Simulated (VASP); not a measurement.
Input of a VASP 6.6.1 run:

File INCAR:

```
ALGO     = Normal         # electronic algorithm
EDIFF    = 1E-6           # SCF threshold, eV
ENCUT    = 520            # plane-wave cutoff, eV
GGA      = PE             # functional
ISIF     = 2              # what is computed and relaxed
ISMEAR   = 0              # smearing method
ISPIN    = 2              # spin polarisation
LASPH    = True           # aspherical terms in the spheres
LCHARG   = False          # write CHGCAR
LMAXMIX  = 4              # l up to which the mixer works
LORBIT   = 11             # projections on sites
LREAL    = False          # projectors in reciprocal space
LWAVE    = False          # write WAVECAR
MAGMOM   = 0 0            # initial moments
NBANDS   = 24             # bands
NELM     = 150            # most SCF steps
NUPDOWN  = 0.0            # fixed moment
PREC     = Accurate       # precision mode
SIGMA    = 0.1            # smearing width, eV
```

Contents of KPOINTS:

```
k-points
0
Gamma
  12 12 12
```

The input POSCAR:

```
MnHg
1.0
    3.2880000000      0.0000000000      0.0000000000
    0.0000000000      3.2880000000      0.0000000000
    0.0000000000      0.0000000000      3.3130000000
Mn Hg
1 1
Direct
    0.5000000000      0.5000000000      0.5000000000
    0.0000000000      0.0000000000      0.0000000000
```

Potentials or basis: VASP PAW PBE potentials, release 64 (Mn_pv, Hg).

The run is started by

```console
$ cat potpaw_PBE.64/Mn_pv/POTCAR potpaw_PBE.64/Hg/POTCAR > POTCAR
$ mpirun -np 1 vasp_std > vasp.out
```

(1) Estimate the pressure.

Answers

(1) -13.4 GPa.

Caveat: the cell stands under tension; the total moment is fixed, so each spin has its own Fermi level.
